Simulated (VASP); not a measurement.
# Zr2Nb3Cu3 in VASP: further runs

Zr2Nb3Cu3 is run at these levels: PBE; tasks: single point.

All numbers are computed with VASP 6.6.1; they aren't measurements. Logs are shortened: lines on timing, memory, paths and dates and some standing lists are left out, and cuts for length are marked.

## (1) The cell of the first run

The cell holds a disordered packing, 16 atoms: a = 6.819 Å, b = 6.652 Å, c = 6.490 Å, α = 93.75°, β = 90.95°, γ = 89.10°.

## (2) Single point, PBE

INCAR reads:

```
PREC = Accurate ; ENCUT = 400
EDIFF = 1E-6 ; ISMEAR = -1
SIGMA = 0.1861 ; LREAL = Auto
LASPH = T ; NELM = 120
ALGO = Normal ; ISIF = 2
LWAVE = F ; LCHARG = T
GGA = PE ; LELF = T
LVHAR = T ; ISYM = -1
NBANDS = 110 ; GGA_COMPAT = F
```

KPOINTS reads:

```
explicit points
1
Reciprocal
  0.25000000   0.25000000   0.25000000 1
```

POSCAR reads:

```
Zr2Nb3Cu3
1.0
    6.8185840000      0.0521060000     -0.0543080000
    0.0521060000      6.6479630000     -0.2149050000
   -0.0543080000     -0.2149050000      6.4861440000
Nb Cu Zr
6 6 4
Direct
    0.8081483600      0.8533133920      0.3011015845
    0.0624785348      0.5384051385      0.5522809917
    0.8136504203      0.8811566629      0.7332121673
    0.0685963676      0.0649241982      0.9678506777
    0.2954073918      0.7532505271      0.7549714112
    0.7811663016      0.2386243075      0.1960448514
    0.3271970428      0.3268817350      0.8502250237
    0.0758042800      0.1068312450      0.4639353285
    0.5913063553      0.6184024904      0.0019984837
    0.3578190346      0.2143527203      0.1651728527
   -0.0297934799      0.6401265059      0.9580740672
    0.5317816812      0.0220839469      0.9255684040
    0.4464657172     -0.0085885517      0.4334993083
    0.7688899152      0.2494638034      0.7456918767
    0.3067865761      0.6444043846      0.2138243754
    0.5987052314      0.5336960236      0.4792236231
```

Potentials or basis: VASP PAW PBE potentials, release 64 (Nb_sv, Cu, Zr_sv).

Run with:

```
$ cat potpaw_PBE.64/Nb_sv/POTCAR potpaw_PBE.64/Cu/POTCAR potpaw_PBE.64/Zr_sv/POTCAR > POTCAR
$ mpirun -np 1 vasp_std > vasp.out
```

OUTCAR:

```text
PREC = Accurate
   ENCUT = 400
   EDIFF = 1E-6
   ISMEAR = -1
   LREAL = Auto
   LASPH = T
   NELM = 120
   ISIF = 2
   GGA = PE
   ISYM = -1

 ion  position               nearest neighbor table
   1  0.808  0.853  0.301-   8 2.66   6 2.70  13 2.75  11 2.79   3 2.80   9 2.82  16 2.89
   2  0.062  0.538  0.552-   5 2.46  11 2.76   8 2.89  15 2.91   3 3.01  14 3.13  16 3.19
   3  0.814  0.881  0.733-  12 2.45  11 2.46  14 2.46   4 2.56   1 2.80   2 3.01  16 3.12  13 3.25

   4  0.069  0.065  0.968-  10 2.52   3 2.56   7 2.65   6 2.68  14 2.80   5 2.86  11 2.91
   5  0.295  0.753  0.755-   2 2.46  12 2.61   9 2.73  11 2.74   4 2.86  13 2.91  16 3.05  15 3.11

   6  0.781  0.239  0.196-   4 2.68   1 2.70  12 2.77   8 2.80  16 2.88  10 2.90  14 2.93  13 3.29

   7  0.327  0.327  0.850-  10 2.23  12 2.51   4 2.65   9 2.79  15 3.07  14 3.13
   8  0.076  0.107  0.464-  13 2.64   1 2.66   6 2.80   2 2.89  14 2.91
   9  0.591  0.618  0.002-  15 2.39  11 2.61   5 2.73  12 2.78   7 2.79   1 2.82  14 3.11  16 3.18

  10  0.358  0.214  0.165-   7 2.23  12 2.28  13 2.42   4 2.52  15 2.87   6 2.90  16 3.29
  11  0.970  0.640  0.958-   3 2.46   9 2.61   5 2.74   2 2.76   1 2.79  15 2.81   4 2.91  14 3.18

  12  0.532  0.022  0.926-  10 2.28   3 2.45   7 2.51  14 2.58   5 2.61   6 2.77   9 2.78  13 3.23

  13  0.446  0.991  0.433-  10 2.42   8 2.64   1 2.75  15 2.80   5 2.91  12 3.23  16 3.23   3 3.25
                             6 3.29  14 3.38  16 3.76
  14  0.769  0.249  0.746-   3 2.46  12 2.58   4 2.80  16 2.86   8 2.91   6 2.93   9 3.11   7 3.13
                             2 3.13  11 3.18  13 3.38
  15  0.307  0.644  0.214-   9 2.39  16 2.73  13 2.80  11 2.81  10 2.87   2 2.91   7 3.07   5 3.11

  16  0.599  0.534  0.479-  15 2.73  14 2.86   6 2.88   1 2.89   5 3.05   3 3.12   9 3.18   2 3.19
                            13 3.23  10 3.29  13 3.76

IMPORTANT INFORMATION: All symmetrisations will be switched off!
NOSYMM: (Re-)initialisation of all symmetry stuff for point group C_1.

----------------------------------------------------------------------------------------

                                     Primitive cell

  volume of cell :     293.6640

  direct lattice vectors                    reciprocal lattice vectors
     6.818584000  0.052106000 -0.054308000     0.146675995 -0.001111120  0.001191292
     0.052106000  6.647963000 -0.214905000    -0.001111120  0.150591719  0.004980243
    -0.054308000 -0.214905000  6.486144000     0.001191292  0.004980243  0.154349792

  length of vectors
     6.818999352  6.651639741  6.489930470     0.146685041  0.150678144  0.154434712

  position of ions in fractional coordinates (direct lattice)
     0.808148360  0.853313392  0.301101585
     0.062478535  0.538405139  0.552280992
     0.813650420  0.881156663  0.733212167
     0.068596368  0.064924198  0.967850678
     0.295407392  0.753250527  0.754971411
     0.781166302  0.238624307  0.196044851
     0.327197043  0.326881735  0.850225024
     0.075804280  0.106831245  0.463935328
     0.591306355  0.618402490  0.001998484
     0.357819035  0.214352720  0.165172853
     0.970206520  0.640126506  0.958074067
     0.531781681  0.022083947  0.925568404
     0.446465717  0.991411448  0.433499308
     0.768889915  0.249463803  0.745691877
     0.306786576  0.644404385  0.213824375
     0.598705231  0.533696024  0.479223623

  ion indices of the primitive-cell ions
   primitive index   ion index
                 1           1
                 2           2
                 3           3
                 4           4
                 5           5
                 6           6
                 7           7
                 8           8
                 9           9
                10          10
                11          11
                12          12
                13          13
                14          14
                15          15
                16          16

----------------------------------------------------------------------------------------

 KPOINTS: explicit points

Read explicit list of k-points.

 Found      1 k-points:

 Following reciprocal coordinates:
            Coordinates               Weight
  0.250000  0.250000  0.250000      1.000000
   k-points           NKPTS =      1   k-points in BZ     NKDIM =      1   number of bands    NBANDS=    110
   number of dos      NEDOS =    301   number of ions     NIONS =     16
   total plane-waves  NPLWV =  96768
   dimension x,y,z NGX =    48 NGY =   48 NGZ =   42
   dimension x,y,z NGXF=    96 NGYF=   96 NGZF=   84
   ions per type =               6   6   4
   NGX,Y,Z   is equivalent  to a cutoff of  11.70, 12.00, 10.76 a.u.
   NGXF,Y,Z  is equivalent  to a cutoff of  23.40, 23.99, 21.52 a.u.
 SYSTEM =  unknown system
   PREC   = accura    normal or accurate (medium, high low for compatibility)
   ISTART =      0    job   : 0-new  1-cont  2-samecut
   ICHARG =      2    charge: 1-file 2-atom 10-const
   ISPIN  =      1    spin polarized calculation?
   LNONCOLLINEAR =      F non collinear calculations
   LSORBIT =      F    spin-orbit coupling
   LASPH  =      T    aspherical Exc in radial PAW
   ENCUT  =  400.0 eV  29.40 Ry    5.42 a.u.  11.12 10.85 10.58*2*pi/ulx,y,z
   NELM   =    120;   NELMIN=  2; NELMDL= -5     # of ELM steps
   EDIFF  = 0.1E-05   stopping-criterion for ELM
   LREAL  =      T    real-space projection
   EDIFFG = 0.1E-04   stopping-criterion for IOM
   NSW    =      0    number of steps for IOM
   IBRION =     -1    ionic relax: 0-MD 1-quasi-New 2-CG
   NFREE  =      0    steps in history (QN), initial steepest desc. (CG)
   ISIF   =      2    stress and relaxation
   ISYM   =     -1    0-nonsym 1-usesym 2-fastsym
   POTIM  = 0.5000    time-step for ionic-motion
   TEBEG  =    0.0;   TEEND  =   0.0 temperature during run
   PSTRESS=    0.0 pullay stress
   NELECT =     192.0000    total number of electrons
   NUPDOWN=      -1.0000    fix difference up-down
   EMIN   =  10.00;   EMAX   =-10.00  energy-range for DOS
   EFERMI =   0.00;   METHOD = LEGACY
   ISMEAR =    -1;   SIGMA  =   0.19  broadening in eV -4-tet -1-fermi 0-gaus
   EFERMI_NEDOS =   21; number of points for ismear=-14 and -15
   IALGO  =     38    algorithm
   IMIX   =      4    mixing-type and parameters
     AMIX     =   0.40;   BMIX     =  1.00
     AMIX_MAG =   1.60;   BMIX_MAG =  1.00
  volume/ion in A,a.u.               =      18.35       123.86
  Fermi-wavevector in a.u.,A,eV,Ry     =   1.420883  2.685080 27.468919  2.018909
  Thomas-Fermi vector in A             =   2.541751
   LORBIT       =      0    0 simple, 1 ext, 2 COOP (PROOUT), +10 PAW based schemes
   GGA     = PE    functional components
   LHFCALC =     F    Hartree Fock is set to
   AEXX    =    0.0000 exact exchange contribution
   IVDW    =     0    specifies the selected vdW correction
   LEPSILON=     F    determine dielectric tensor
   LRPA    =     F    only Hartree local field effects (RPA)
 non-spin polarized calculation
  energy-cutoff  :      400.00
  volume of cell :      293.66
 maximum number of plane-waves:      5343
 NGX is ok and might be reduce to    48
   NGX = 23   NGY = 21   NGZ = 21

 number of electron     192.0000043 magnetization

 Free energy of the ion-electron system (eV)
  ---------------------------------------------------
  ext. energy  EPLUGINS =         0.00000000
  ---------------------------------------------------
  free energy    TOTEN  =      -110.45118142 eV

  energy without entropy =     -108.56707856  energy(sigma->0) =     -109.50912999

 E-fermi :   8.5705     XC(G=0): -11.5941

 val. band max:        8.4529530184   @ k =   0.2500   0.2500   0.2500
 cond. band min:       8.6051564216   @ k =   0.2500   0.2500   0.2500
 fundamental gap:      0.1522034032
 Fermi energy:         8.5704983071

 k-point     1 :       0.2500    0.2500    0.2500
  band No.  band energies     occupation
      1     -46.1796      2.00000
      2     -46.1673      2.00000
      3     -45.9975      2.00000
      4     -45.9064      2.00000
      5     -45.8623      2.00000
      6     -45.7817      2.00000
      7     -40.0546      2.00000
      8     -39.9247      2.00000
      9     -39.8228      2.00000
     10     -39.8008      2.00000
     11     -22.8802      2.00000
     12     -22.6792      2.00000
     13     -22.6035      2.00000
     14     -22.4703      2.00000
     15     -22.3616      2.00000
     16     -22.3141      2.00000
     17     -22.2841      2.00000
     18     -22.2618      2.00000
     19     -22.1302      2.00000
     20     -22.0768      2.00000
     21     -22.0542      2.00000
     22     -22.0220      2.00000
     23     -21.9783      2.00000
     24     -21.8001      2.00000
     25     -21.7111      2.00000
     26     -21.6503      2.00000
     27     -21.4343      2.00000
     28     -21.3855      2.00000
     29     -18.6860      2.00000
     30     -18.3822      2.00000
     31     -18.1539      2.00000
     32     -18.1241      2.00000
     33     -18.0144      2.00000
     34     -17.9618      2.00000
     35     -17.9184      2.00000
     36     -17.8801      2.00000
     37     -17.8463      2.00000
     38     -17.8071      2.00000
     39     -17.6085      2.00000
     40     -17.5176      2.00000
     41       2.4570      2.00000
     42       3.6485      2.00000
     43       4.0274      2.00000
     44       4.2106      2.00000
     45       4.3096      2.00000
     46       4.4146      2.00000
     47       4.5212      2.00000
     48       4.6095      2.00000
     49       4.7159      2.00000
     50       4.7336      2.00000
     51       4.8328      2.00000
     52       4.8842      2.00000
     53       4.9218      2.00000
     54       5.0219      2.00000
     55       5.0433      2.00000
     56       5.0851      2.00000
     57       5.1570      2.00000
     58       5.2123      2.00000
     59       5.2657      2.00000
     60       5.3317      2.00000
     61       5.3675      2.00000
     62       5.3911      2.00000
     63       5.4061      2.00000
     64       5.4748      2.00000
     65       5.5114      2.00000
     66       5.5543      2.00000
     67       5.6054      2.00000
     68       5.6412      2.00000
     69       5.7392      2.00000
     70       5.8006      2.00000
     71       5.8359      2.00000
     72       5.8994      2.00000
     73       5.9991      2.00000
     74       6.0562      2.00000
     75       6.1042      2.00000
     76       6.2177      1.99999
     77       6.3094      1.99999
     78       6.4767      1.99997
     79       6.5723      1.99996
     80       6.7023      1.99991
     81       6.7752      1.99987
     82       6.9577      1.99966
     83       7.0040      1.99956
     84       7.0795      1.99934
     85       7.2250      1.99855
     86       7.3987      1.99632
     87       7.5150      1.99314
     88       7.6333      1.98709
     89       7.6894      1.98258
     90       7.8194      1.96528
     91       7.9851      1.91747
     92       8.0579      1.88033
     93       8.2097      1.74843
     94       8.2933      1.63196
     95       8.3856      1.45953
     96       8.4530      1.30572
     97       8.6052      0.90715
     98       8.7327      0.58979
     99       8.8471      0.36890
    100       9.0609      0.13384
    101       9.1812      0.07242
    102       9.3094      0.03702
    103       9.4717      0.01565
    104       9.6318      0.00665
    105       9.8134      0.00251
    106      10.0132      0.00086
    107      10.2175      0.00029
    108      10.2976      0.00019
 [bands above 108 left out]

------------------------ aborting loop because EDIFF is reached ----------------------------------------

  FORCE on cell =-STRESS in cart. coord.  units (eV):
  Direction    XX          YY          ZZ          XY          YZ          ZX
  --------------------------------------------------------------------------------------
  -------------------------------------------------------------------------------------
  Total        3.5785377      3.2787332      2.6365064     -1.5073951     -3.2487486      1.3394590
  in kB       19.5238493     17.8881709     14.3842987     -8.2240728    -17.7245803      7.3078444
  external PRESSURE =      17.2654396 kB  Pullay stress =       0.0000000 kB

 VOLUME and BASIS-vectors are now :
 -----------------------------------------------------------------------------
  energy-cutoff  :      400.00
  volume of cell :      293.66
      direct lattice vectors                 reciprocal lattice vectors
     6.818584000  0.052106000 -0.054308000     0.146675995 -0.001111120  0.001191292
     0.052106000  6.647963000 -0.214905000    -0.001111120  0.150591719  0.004980243
    -0.054308000 -0.214905000  6.486144000     0.001191292  0.004980243  0.154349792

 POSITION                                       TOTAL-FORCE (eV/Angst)
 -----------------------------------------------------------------------------------
      5.53854      5.65020      1.72572         0.805404     -0.989422     -1.256669
      0.42408      3.46386      3.46308        -0.238918     -0.511739     -0.784976
      5.55404      5.74272      4.52217         0.228963     -2.903125     -1.333481
      0.41855      0.22719      6.25994         0.785161     -0.727889      0.913272
      2.01251      4.86073      4.71893        -0.393244      0.058028      0.019293
      5.32823      1.58494      1.17787         0.386040      0.622106      0.521398
      2.20188      2.00743      5.42666        -0.071094      1.542401     -2.160410
      0.49725      0.61446      2.98208        -0.117380      0.178537      0.449308
      4.06399      4.14150     -0.15205         1.683656     -0.561840     -0.965255
      2.44202      1.40816      1.00584        -0.117171      1.922385      1.806767
      6.59676      4.10020      6.02395         0.239066     -1.697640      0.790298
      3.57688     -0.02439      5.96974        -0.952176     -0.878125      0.859600
      3.07238      6.52097      2.57443         0.612146      0.965920      2.290537
      5.21524      1.53824      4.74130        -0.286851      3.527673     -1.097138
      2.11381      4.25401      1.23175        -2.432581     -0.525199     -1.136596
      4.08411      3.47620      2.96110        -0.131019     -0.022070      1.084051
 -----------------------------------------------------------------------------------
    total drift:                               -0.004120      0.002805     -0.000488

  FREE ENERGIE OF THE ION-ELECTRON SYSTEM (eV)
  ---------------------------------------------------
  free  energy   TOTEN  =      -110.4511814168 eV

  energy  without entropy=     -108.5670785644  energy(sigma->0) =     -109.50912999
```

It took 99 s on 1 thread of Intel Xeon Platinum 8375C at 2.90GHz (Ice Lake), shared host; peak memory 0.3 GiB.

What came out:

```yaml
Free_energy: -110.4512 eV
Pressure: 1.7 GPa
Largest_force: 3.705 eV/Å
```

Forces on the atoms (eV/Å):
```
Nb   0.805 -0.989 -1.257
Nb  -0.239 -0.512 -0.785
Nb   0.229 -2.903 -1.333
Nb   0.785 -0.728  0.913
Nb  -0.393  0.058  0.019
Nb   0.386  0.622  0.521
Cu  -0.071  1.542 -2.160
Cu  -0.117  0.179  0.449
Cu   1.684 -0.562 -0.965
Cu  -0.117  1.922  1.807
Cu   0.239 -1.698  0.790
Cu  -0.952 -0.878  0.860
Zr   0.612  0.966  2.291
Zr  -0.287  3.528 -1.097
Zr  -2.433 -0.525 -1.137
Zr  -0.131 -0.022  1.084
```

Stress tensor (GPa, compression positive):
```
 1.95 -0.82  0.73
-0.82  1.79 -1.77
 0.73 -1.77  1.44
```

Caveat: the atoms stand as in a frame of molecular dynamics.

## (3) Single point, PBE

INCAR reads:

```
ALGO = Normal ; EDIFF = 1E-6
ENCUT = 400 ; GGA = PE
GGA_COMPAT = False ; ISIF = 2
ISMEAR = -1 ; ISYM = -1
LASPH = True ; LCHARG = False
LREAL = Auto ; LWAVE = False
NBANDS = 110 ; NELM = 120
PREC = Accurate ; SIGMA = 0.1861
```

KPOINTS is that of step 2.

POSCAR reads:

```
Zr2Nb3Cu3
1.0
    6.8185840000      0.0521060000     -0.0543080000
    0.0521060000      6.6479630000     -0.2149050000
   -0.0543080000     -0.2149050000      6.4861440000
Nb Cu Zr
6 6 4
Direct
    0.8136485432      0.8499492259      0.2804447394
    0.0410567751      0.5870904303      0.5377109081
    0.8047412310      0.8222888547      0.7192653868
    0.0807223256      0.0224954478      1.0074778254
    0.3124341328      0.8021011247      0.7530503817
    0.7972192510      0.2429449475      0.1986874585
    0.3031040162      0.3940155205      0.8250675406
    0.0415768473      0.1116941696      0.4634890300
    0.6110768782      0.5938479716     -0.0145454277
    0.3383615004      0.3032913835      0.2096673418
   -0.0629652951      0.6408787245      0.9822581064
    0.5678197765      0.0384421685      0.9689347894
    0.4243144764      0.0196384561      0.4725672253
    0.8429316754      0.3069805661      0.7329668586
    0.2906069704      0.6760222487      0.2011831444
    0.5564687434      0.5188791833      0.4978012260
```

Potentials or basis: VASP PAW PBE potentials, release 64 (Nb_sv, Cu, Zr_sv).

Run with:

```
$ cat potpaw_PBE.64/Nb_sv/POTCAR potpaw_PBE.64/Cu/POTCAR potpaw_PBE.64/Zr_sv/POTCAR > POTCAR
$ mpirun -np 1 vasp_std > vasp.out
```

Run time: 91 s. Hardware: 1 thread of Intel Xeon Platinum 8375C at 2.90GHz (Ice Lake), shared host; peak memory 0.3 GiB.

Results (log left out):

| Property | Result |
| --- | --- |
| Free energy | -111.5629 eV |
| Pressure | 1.2 GPa |
| Largest force | 3.671 eV/Å |

Forces on the atoms (eV/Å):
```
Nb  -0.781 -0.305  0.639
Nb   1.165 -1.544 -2.298
Nb  -1.249  2.267 -0.745
Nb   0.128  1.222  0.067
Nb  -0.751 -1.154  1.516
Nb   0.302  1.990  0.334
Cu  -0.372 -0.472 -0.148
Cu   1.201 -0.592  0.369
Cu  -1.269 -0.659 -0.178
Cu  -0.126 -1.029 -0.558
Cu   2.817 -2.139  0.981
Cu  -1.172 -0.241 -0.129
Zr   1.383  1.744 -0.698
Zr  -0.750 -0.915  1.459
Zr  -0.415  1.271 -1.060
Zr  -0.112  0.556  0.448
```

Stress tensor (GPa, compression positive):
```
-0.18 -1.22  1.05
-1.22  1.61  0.46
 1.05  0.46  2.08
```

Levels at points of the mesh, in eV from the Fermi level:
| k point | band 93 | band 94 | band 95 | band 96 | band 97 | band 98 | band 99 | band 100 |
| --- | --- | --- | --- | --- | --- | --- | --- | --- |
| (0.25, 0.25, 0.25) | -0.37 | -0.31 | -0.18 | -0.08 | 0.09 | 0.15 | 0.21 | 0.42 |

Caveat: the atoms stand as in a frame of molecular dynamics.
